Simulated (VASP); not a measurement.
# BAs (F-43m) in VASP: single point with PBE

Aim: the single point of BAs with PBE.

Program: VASP 6.6.1. These are calculated values, not measurements. Logs are shortened: lines on timing, memory, paths and dates and some standing lists are left out, and cuts for length are marked.

## (1) The cell of the first run

It takes space group F-43m (No. 216, cubic). The conventional cell has a = 4.809 Å, b = 4.809 Å, c = 4.809 Å, α = 90.00°, β = 90.00°, γ = 90.00°. Within 2.8 Å of B (site symmetry -43m) lie 4 As at 2.08 Å. As (site symmetry -43m) has 4 B at 2.08 Å within 2.8 Å.

## (2) Single point, PBE

File POSCAR:

```
BAs
1.0
    0.0000000000      2.4046893507      2.4046893507
    2.4046893507      0.0000000000      2.4046893507
    2.4046893507      2.4046893507      0.0000000000
B As
1 1
Direct
    0.2500000000      0.2500000000      0.2500000000
    0.5000000000      0.5000000000      0.5000000000
```

File INCAR.step1:

```
SYSTEM = BAs
  PREC = Accurate
  ENCUT = 420
  EDIFF = 1E-6
  ISMEAR = 0
  SIGMA = 0.02
  LREAL = .FALSE.
  LASPH = .TRUE.
  NELM = 120
  ALGO = Normal
  ISIF = 2
  LWAVE = .FALSE.
  LCHARG = .TRUE.
  GGA = PE
  NBANDS = 11
  GGA_COMPAT = .FALSE.
  NEDOS = 2001
  LORBIT = 11
```

File KPOINTS.step1:

```
Automatic mesh
0
G
  10 10 10
  0 0 0
```

File INCAR.step2:

```
SYSTEM = BAs
  PREC = Accurate
  ENCUT = 420
  EDIFF = 1E-6
  ISMEAR = -5
  SIGMA = 0.02
  LREAL = .FALSE.
  LASPH = .TRUE.
  NELM = 120
  ALGO = Normal
  ISIF = 2
  LWAVE = .FALSE.
  LCHARG = .FALSE.
  GGA = PE
  LORBIT = 11
  NEDOS = 1001
  ICHARG = 11
  GGA_COMPAT = .FALSE.
```

File KPOINTS.step2:

```
Automatic mesh
0
G
  15 15 15
  0 0 0
```

Potentials or basis: VASP PAW PBE potentials, release 64 (B, As).

On the command line:

```
$ cat potpaw_PBE.64/B/POTCAR potpaw_PBE.64/As/POTCAR > POTCAR
$ cp INCAR.step1 INCAR
$ cp KPOINTS.step1 KPOINTS
$ mpirun -np 1 vasp_std > vasp.out
$ cp INCAR.step2 INCAR
$ cp KPOINTS.step2 KPOINTS
$ mpirun -np 1 vasp_std > vasp.out
```

OUTCAR:

```text
SYSTEM = BAs
   PREC = Accurate
   ENCUT = 420
   EDIFF = 1E-6
   ISMEAR = -5
   LREAL = .FALSE.
   LASPH = .TRUE.
   NELM = 120
   ISIF = 2
   GGA = PE
   LORBIT = 11
   ICHARG = 11

 ion  position               nearest neighbor table
   1  0.250  0.250  0.250-   2 2.08   2 2.08   2 2.08   2 2.08
   2  0.500  0.500  0.500-   1 2.08   1 2.08   1 2.08   1 2.08

  LATTYP: Found a face centered cubic cell.
 ALAT       =     4.8093787014

  Lattice vectors:

 A1 = (   0.0000000000,   2.4046893507,   2.4046893507)
 A2 = (   2.4046893507,   0.0000000000,   2.4046893507)
 A3 = (   2.4046893507,   2.4046893507,   0.0000000000)

Analysis of symmetry for initial positions (statically):
=====================================================================
 Subroutine PRICEL returns:
 Original cell was already a primitive cell.

 Routine SETGRP: Setting up the symmetry group for a
 face centered cubic supercell.

 Subroutine GETGRP returns: Found 24 space group operations
 (whereof 24 operations were pure point group operations)
 out of a pool of 48 trial point group operations.

The static configuration has the point symmetry T_d .

Analysis of symmetry for dynamics (positions and initial velocities):
=====================================================================
 Subroutine PRICEL returns:
 Original cell was already a primitive cell.

 Routine SETGRP: Setting up the symmetry group for a
 face centered cubic supercell.

 Subroutine GETGRP returns: Found 24 space group operations
 (whereof 24 operations were pure point group operations)
 out of a pool of 48 trial point group operations.

The dynamic configuration has the point symmetry T_d .

 Subroutine INISYM returns: Found 24 space group operations
 (whereof 24 operations are pure point group operations),
 and found     1 'primitive' translations

----------------------------------------------------------------------------------------

                                     Primitive cell

  volume of cell :      27.8104

  direct lattice vectors                    reciprocal lattice vectors
     0.000000000  2.404689351  2.404689351    -0.207927065  0.207927065  0.207927065
     2.404689351  0.000000000  2.404689351     0.207927065 -0.207927065  0.207927065
     2.404689351  2.404689351  0.000000000     0.207927065  0.207927065 -0.207927065

  length of vectors
     3.400744293  3.400744293  3.400744293     0.360140242  0.360140242  0.360140242

  position of ions in fractional coordinates (direct lattice)
     0.250000000  0.250000000  0.250000000
     0.500000000  0.500000000  0.500000000

  ion indices of the primitive-cell ions
   primitive index   ion index
                 1           1
                 2           2

----------------------------------------------------------------------------------------

 KPOINTS: Automatic mesh

Automatic generation of k-mesh.
 Grid dimensions read from file:
 generate k-points for:   15   15   15

 Generating k-lattice:

  Cartesian coordinates                     Fractional coordinates (reciprocal lattice)
    -0.013861804  0.013861804  0.013861804     0.066666667  0.000000000  0.000000000
     0.013861804 -0.013861804  0.013861804     0.000000000  0.066666667  0.000000000
     0.013861804  0.013861804 -0.013861804     0.000000000  0.000000000  0.066666667

  Length of vectors
     0.024009349  0.024009349  0.024009349

  Shift w.r.t. Gamma in fractional coordinates (k-lattice)
     0.000000000  0.000000000  0.000000000

 TETIRR: Found    484 inequivalent tetrahedra from    20250

 Subroutine IBZKPT returns following result:
 ===========================================

 Found    120 irreducible k-points:

 Following reciprocal coordinates:
            Coordinates               Weight
  0.000000  0.000000  0.000000      1.000000
  0.066667  0.000000  0.000000      8.000000
  0.133333  0.000000  0.000000      8.000000
  0.200000  0.000000  0.000000      8.000000
  0.266667  0.000000  0.000000      8.000000
  0.333333  0.000000  0.000000      8.000000
[... 16 lines left out ...]
  0.133333  0.133333  0.000000      6.000000
  0.200000  0.133333  0.000000     24.000000
 [... further k-points ...]
   k-points           NKPTS =    120   k-points in BZ     NKDIM =    120   number of bands    NBANDS=      8
   number of dos      NEDOS =   1001   number of ions     NIONS =      2
   total plane-waves  NPLWV =  13824
   dimension x,y,z NGX =    24 NGY =   24 NGZ =   24
   dimension x,y,z NGXF=    48 NGYF=   48 NGZF=   48
   ions per type =               1   1
   NGX,Y,Z   is equivalent  to a cutoff of  11.73, 11.73, 11.73 a.u.
   NGXF,Y,Z  is equivalent  to a cutoff of  23.46, 23.46, 23.46 a.u.
 SYSTEM =  BAs
   PREC   = accura    normal or accurate (medium, high low for compatibility)
   ISTART =      0    job   : 0-new  1-cont  2-samecut
   ICHARG =     11    charge: 1-file 2-atom 10-const
   ISPIN  =      1    spin polarized calculation?
   LNONCOLLINEAR =      F non collinear calculations
   LSORBIT =      F    spin-orbit coupling
   LASPH  =      T    aspherical Exc in radial PAW
   ENCUT  =  420.0 eV  30.87 Ry    5.56 a.u.   5.68  5.68  5.68*2*pi/ulx,y,z
   NELM   =    120;   NELMIN=  2; NELMDL=  0     # of ELM steps
   EDIFF  = 0.1E-05   stopping-criterion for ELM
   LREAL  =      F    real-space projection
   EDIFFG = 0.1E-04   stopping-criterion for IOM
   NSW    =      0    number of steps for IOM
   IBRION =     -1    ionic relax: 0-MD 1-quasi-New 2-CG
   NFREE  =      0    steps in history (QN), initial steepest desc. (CG)
   ISIF   =      2    stress and relaxation
   ISYM   =      2    0-nonsym 1-usesym 2-fastsym
   POTIM  = 0.5000    time-step for ionic-motion
   TEBEG  =    0.0;   TEEND  =   0.0 temperature during run
   PSTRESS=    0.0 pullay stress
   NELECT =       8.0000    total number of electrons
   NUPDOWN=      -1.0000    fix difference up-down
   EMIN   =  10.00;   EMAX   =-10.00  energy-range for DOS
   EFERMI =   0.00;   METHOD = LEGACY
   ISMEAR =    -5;   SIGMA  =   0.02  broadening in eV -4-tet -1-fermi 0-gaus
   EFERMI_NEDOS =   21; number of points for ismear=-14 and -15
   IALGO  =     38    algorithm
   IMIX   =      4    mixing-type and parameters
     AMIX     =   0.40;   BMIX     =  1.00
     AMIX_MAG =   1.60;   BMIX_MAG =  1.00
  volume/ion in A,a.u.               =      13.91        93.84
  Fermi-wavevector in a.u.,A,eV,Ry     =   1.080693  2.042214 15.890221  1.167898
  Thomas-Fermi vector in A             =   2.216691
   LORBIT       =     11    0 simple, 1 ext, 2 COOP (PROOUT), +10 PAW based schemes
   GGA     = PE    functional components
   LHFCALC =     F    Hartree Fock is set to
   AEXX    =    0.0000 exact exchange contribution
   IVDW    =     0    specifies the selected vdW correction
   LEPSILON=     F    determine dielectric tensor
   LRPA    =     F    only Hartree local field effects (RPA)
 non-spin polarized calculation
 Fermi weights with tetrahedron method with Bloechl corrections
  energy-cutoff  :      420.00
  volume of cell :       27.81
 maximum number of plane-waves:       556

 number of electron       7.9999998 magnetization

 Free energy of the ion-electron system (eV)
  ---------------------------------------------------
  ext. energy  EPLUGINS =         0.00000000
  ---------------------------------------------------
  free energy    TOTEN  =       -11.41153936 eV

  energy without entropy =      -11.41153936  energy(sigma->0) =      -11.41153936

 E-fermi :   5.9302     XC(G=0): -10.4966

 val. band max:        5.9064049995   @ k =   0.0000   0.0000   0.0000
 cond. band min:       7.1000926894   @ k =   0.4000   0.4000   0.0000
 fundamental gap:      1.1936876900
 Fermi energy:         5.9301990629

 k-point     1 :       0.0000    0.0000    0.0000
  band No.  band energies     occupation
      1      -9.3133      2.00000
      2       5.9064      2.00000
      3       5.9064      2.00000
      4       5.9064      2.00000
      5       9.1541      0.00000
      6       9.1541      0.00000
      7       9.1541      0.00000
      8      10.3353      0.00000

 k-point     2 :       0.0667    0.0000    0.0000
  band No.  band energies     occupation
      1      -9.2415      2.00000
      2       5.1993      2.00000
      3       5.7644      2.00000
      4       5.7644      2.00000
      5       9.2629      0.00000
      6       9.3408      0.00000
      7       9.3408      0.00000
      8      10.7690      0.00000

 k-point     3 :       0.1333    0.0000    0.0000
  band No.  band energies     occupation
      1      -9.0277      2.00000
      2       3.7660      2.00000
      3       5.4309      2.00000
      4       5.4309      2.00000
      5       9.1985      0.00000
      6       9.7801      0.00000
      7       9.7801      0.00000
      8      11.8106      0.00000
[... 210 lines left out ...]
 k-point    23 :       0.1333    0.1333    0.0000
  band No.  band energies     occupation
      1      -8.9318      2.00000
      2       4.2822      2.00000
      3       4.6628      2.00000
      4       4.6628      2.00000
      5       8.4047      0.00000
      6      10.8084      0.00000
      7      10.8084      0.00000
      8      11.3783      0.00000

 k-point    24 :       0.2000    0.1333    0.0000
  band No.  band energies     occupation
      1      -8.6731      2.00000
      2       3.0980      2.00000
      3       4.2499      2.00000
      4       4.4473      2.00000
      5       8.4028      0.00000
      6      10.8851      0.00000
      7      11.4187      0.00000
      8      11.9254      0.00000

 [... further k-points ...]

------------------------ aborting loop because EDIFF is reached ----------------------------------------

  FORCE on cell =-STRESS in cart. coord.  units (eV):
  Direction    XX          YY          ZZ          XY          YZ          ZX
  --------------------------------------------------------------------------------------
  -------------------------------------------------------------------------------------
  Total        0.1023759      0.1023759      0.1023759      0.0000000      0.0000000      0.0000000
  in kB        5.8979539      5.8979539      5.8979539      0.0000000      0.0000000      0.0000000
  external PRESSURE =       5.8979539 kB  Pullay stress =       0.0000000 kB

 VOLUME and BASIS-vectors are now :
 -----------------------------------------------------------------------------
  energy-cutoff  :      420.00
  volume of cell :       27.81
      direct lattice vectors                 reciprocal lattice vectors
     0.000000000  2.404689351  2.404689351    -0.207927065  0.207927065  0.207927065
     2.404689351  0.000000000  2.404689351     0.207927065 -0.207927065  0.207927065
     2.404689351  2.404689351  0.000000000     0.207927065  0.207927065 -0.207927065

 POSITION                                       TOTAL-FORCE (eV/Angst)
 -----------------------------------------------------------------------------------
      1.20234      1.20234      1.20234         0.000000      0.000000     -0.000000
      2.40469      2.40469      2.40469        -0.000000     -0.000000      0.000000
 -----------------------------------------------------------------------------------
    total drift:                                0.000000      0.000000      0.000000

  FREE ENERGIE OF THE ION-ELECTRON SYSTEM (eV)
  ---------------------------------------------------
  free  energy   TOTEN  =       -11.4115393573 eV

  energy  without entropy=      -11.4115393573  energy(sigma->0) =      -11.41153936

 total charge

# of ion       s       p       d       tot
------------------------------------------
    1        0.657   1.157   0.000   1.815
    2        1.173   1.646   0.085   2.904
--------------------------------------------------
tot          1.831   2.803   0.085   4.719
```

Wall time 20 s (1 thread of Intel Xeon Platinum 8259CL at 2.50GHz (Skylake/Cascade Lake), shared host); peak memory 0.14 GiB.

Results:

```yaml
Valence_electrons_inside_the_program's_atomic_spheres: B 1.81; As 2.90
```

Levels at points of the mesh, in eV from the valence-band top:
```tsv
k point	band 1	band 2	band 3	band 4	band 5	band 6	band 7	band 8
(0.00, 0.00, 0.00)	-15.22	0.00	0.00	0.00	3.25	3.25	3.25	4.43
```
